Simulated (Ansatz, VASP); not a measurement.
## Al2O3: VASP beside Ansatz

File INCAR:

```
SYSTEM = Al2O3
PREC = Accurate ; ENCUT = 520
EDIFF = 1E-6 ; ISMEAR = 0
SIGMA = 0.05 ; LREAL = .FALSE.
LASPH = .TRUE. ; NELM = 60
ALGO = Normal ; ISIF = 2
LWAVE = .FALSE. ; LCHARG = .FALSE.
GGA = PE ; NBANDS = 35
```

Contents of KPOINTS:

```
regular mesh
0
G
  6 6 6
  0 0 0
```

Contents of POSCAR:

```
Al2O3
1.0
    2.4644632860      1.4228585415      4.2651207610
   -2.4644632860      1.4228585415      4.2651207610
    0.0000000000     -2.8457170833      4.2651207609
Al O
4 6
Direct
    0.8521479318      0.8521479318      0.8521479318
    0.6478520682      0.6478520682      0.6478520682
    0.1478520682      0.1478520682      0.1478520682
    0.3521479318      0.3521479318      0.3521479318
    0.0561765927      0.4438234073      0.7500000000
    0.7500000000      0.0561765927      0.4438234073
    0.4438234073      0.7500000000      0.0561765927
    0.9438234073      0.5561765927      0.2500000000
    0.2500000000      0.9438234073      0.5561765927
    0.5561765927      0.2500000000      0.9438234073
```

Input for Ansatz:

```yaml
crystal:
  lattice:
    - [2.464463286, 1.4228585415, 4.265120761]
    - [-2.464463286, 1.4228585415, 4.265120761]
    - [0.0, -2.8457170833, 4.2651207609]
  atoms:
    - { symbol: Al, position: [0.8521479318, 0.8521479318, 0.8521479318] }
    - { symbol: Al, position: [0.6478520682, 0.6478520682, 0.6478520682] }
    - { symbol: Al, position: [0.1478520682, 0.1478520682, 0.1478520682] }
    - { symbol: Al, position: [0.3521479318, 0.3521479318, 0.3521479318] }
    - { symbol: O, position: [0.0561765927, 0.4438234073, 0.75] }
    - { symbol: O, position: [0.75, 0.0561765927, 0.4438234073] }
    - { symbol: O, position: [0.4438234073, 0.75, 0.0561765927] }
    - { symbol: O, position: [0.9438234073, 0.5561765927, 0.25] }
    - { symbol: O, position: [0.25, 0.9438234073, 0.5561765927] }
    - { symbol: O, position: [0.5561765927, 0.25, 0.9438234073] }
basis:
  ecutwfc: 420
kpoints:
  mp_grid: { grid: [6, 6, 6] }
hamiltonian:
  xc: pbe
scf:
  occupations: { method: gaussian, width: 0.05 }
output:
  forces: true
  stress: true
  eigenvalues: true
```

Change from the starting cell: strain +0.025 along x and y, -0.025 along z, atoms carried along.

Alike in both runs: task single point; functional PBE; k mesh 6 × 6 × 6; occupations gaussian, width 0.05 eV; no spin polarisation.

|  | VASP | Ansatz |
| --- | --- | --- |
| version | VASP 6.6.1 | Ansatz 0.2.0 |
| potentials or method | VASP PAW PBE potentials, release 64 (Al, O), cutoff 520 eV | scalar-relativistic, plane waves, PAW |
| valence electrons in the cell | 48 | 48 |

```tsv
	VASP	Ansatz	Ansatz less VASP
gap on the k mesh at the Fermi level (eV)	5.16	5.17	+0.005
least direct gap on the mesh (eV)	5.16	5.17	+0.005
pressure (GPa)	-5.8	-5.6	+0.17
traceless stress, the component that is largest in VASP (GPa)	12.60	12.60	-0.006
rms of the force components (eV/Å)	0.140	0.138	-0.0023
```

Atom by atom the forces differ by 0.003 eV/Å (rms over components).
